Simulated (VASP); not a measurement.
# Be2AgBiO8: single point with r2SCAN

The system is Be2AgBiO8.

```
Bi O Be Ag
1.0
    -0.08604    5.06904   -0.01057
     4.92926   -0.08604    0.07293
     2.33657    2.50383   -6.02233
Bi O Be Ag
1 8 2 1
Direct
  0.50065 0.47470 0.02209
  0.18443 0.36080 0.84578
  0.65430 0.04637 0.13844
  0.92696 0.83804 0.87460
  0.18715 0.79927 0.16687
  0.74137 0.42604 0.64540
  0.59167 0.39464 0.33554
  0.55680 0.92482 0.67949
  0.08491 0.22164 0.31575
  0.01154 0.01436 0.00114
  0.73511 0.24910 0.50504
  0.24410 0.74501 0.48088
```

- Program: VASP 6.6.1
- Task: single point
- Functional: r2SCAN
- Potentials or basis: VASP PAW PBE potentials, release 64 (Bi_d, O, Be, Ag)
- Cutoff: 520 eV
- k mesh: 4 × 4 × 3, shifted
- Occupations: methfessel-paxton, width 0.0616 eV
- Spin: no spin polarisation

```
Pressure               : -16.6 GPa
Largest force          : 1.979 eV/Å
Band gap on the k mesh : zero (bands 39 and 40 overlap by 0.14 eV)
```

Forces in eV/Å, atoms in the order of the input:
```
Bi   0.506 -0.622  0.593
O   -0.155  0.724 -0.888
O    0.689  0.500  0.477
O   -1.052 -0.574 -0.273
O   -0.353 -0.117  0.437
O    1.439  0.724 -1.149
O   -0.040 -0.671  0.378
O   -0.021  0.083  0.177
O   -0.035  0.007 -0.415
Be   0.657  0.254 -0.483
Be  -1.651  0.112  0.989
Ag   0.015 -0.421  0.155
```

Stress tensor (GPa, compression positive):
```
-14.70   1.99  -2.31
  1.99 -16.65  -0.18
 -2.31  -0.18 -18.41
```

Levels at points of the mesh, in eV from the Fermi level:
| k point | band 35 | band 36 | band 37 | band 38 | band 39 | band 40 | band 41 | band 42 | band 43 | band 44 |
| --- | --- | --- | --- | --- | --- | --- | --- | --- | --- | --- |
| (0.12, 0.12, 0.00) | -0.67 | -0.54 | -0.26 | -0.13 | -0.06 | 0.06 | 0.20 | 0.35 | 0.50 | 5.86 |

It took 22 min on 1 thread of Intel(R) Xeon(R) Platinum 8375C CPU @ 2.90GHz (Ice Lake), on a shared host, peak memory 0.4 GiB.

Caveat: the cell stands under tension; the PAW data sets were made with another functional, which shifts forces and pressure a little; spin-orbit coupling is left out, which moves the levels of the heavy elements.
